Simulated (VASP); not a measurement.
**HfO2: relaxation of cell and atoms with PBEsol**

HfO2:

```
CELL_PARAMETERS angstrom
3.22000 0.00000 0.00000
-1.61000 2.78860 0.00000
0.00000 0.00000 3.54200
ATOMIC_POSITIONS crystal
Hf 0.00000 0.00000 0.00000
O 0.33333 0.66667 0.50000
O 0.66667 0.33333 0.50000
```

| Item | Value |
| --- | --- |
| Program | VASP 6.6.1 |
| Task | relaxation of cell and atoms |
| Functional | PBEsol |
| Potentials or basis | VASP PAW PBE potentials, release 64 (Hf_pv, O) |
| Cutoff | 600 eV |
| k mesh | 7 × 7 × 6 |
| Occupations | fermi-dirac, width 0.02 eV |
| Spin | no spin polarisation |
| Dipole correction | no |
| Further INCAR settings | ALGO = Normal; EDIFF = 1e-06; IBRION = 2; EDIFFG = -0.03; NSW = 60; ISIF = 3 |

```
Relaxed volume                        : 9.62 Å³/atom
Relaxed cell                          : a = 3.541 Å, b = 3.541 Å, c = 2.658 Å, α = 90.00°, β = 90.00°, γ = 120.00°
Space group after relaxing (to 0.1 Å) : P6/mmm (No. 191)
Energy gained by relaxing             : 1344.1 meV/atom
Ionic steps                           : 8
Pressure after relaxing               : 0.0 GPa
Band gap on the k mesh                : zero (bands 11 and 12 overlap by 1.81 eV)
```

Stress tensor (GPa, compression positive):
```
-0.22  0.00  0.00
 0.00 -0.22  0.00
 0.00  0.00  0.40
```

Step by step:
```csv
step,energy change (eV),largest force (eV/Å),pressure (GPa),volume (Å³)
1,0.0000,0.0000,7.10,31.80
2,-3.5776,0.0000,-23.37,32.88
3,-3.6825,0.0000,-24.19,32.85
4,-3.0764,0.0000,34.65,25.85
5,-3.9479,0.0000,-11.00,30.27
6,-3.9508,0.0000,-9.36,30.02
7,-3.9234,0.0000,13.56,27.55
8,-4.0322,0.0000,-0.02,28.86
```

Final structure:
```
Hf O
1.0
     3.54051    0.00000    0.00000
    -1.77026    3.06617    0.00000
     0.00000    0.00000    2.65833
Hf O
1 2
Direct
  0.00000 0.00000 0.00000
  0.33333 0.66667 0.50000
  0.66667 0.33333 0.50000
```

Levels at points of the mesh, in eV from the Fermi level:
| k point | band 9 | band 10 | band 11 | band 12 | band 13 | band 14 |
| --- | --- | --- | --- | --- | --- | --- |
| (0.00, 0.00, 0.00) | -2.68 | -1.47 | -1.47 | -0.66 | 3.46 | 5.13 |
| (0.00, 0.00, 0.50) | -4.07 | -4.07 | -3.14 | 1.41 | 1.41 | 5.30 |

It took 3.1 min on 1 thread of Intel Xeon 8259CL, on a shared host, peak memory 0.19 GiB.

Caveat: a cell axis changed by over 15 % at a fixed basis, so the end point is rough; the PAW data sets were made with another functional, which shifts forces and pressure a little; spin-orbit coupling is left out, which moves the levels of the heavy elements.
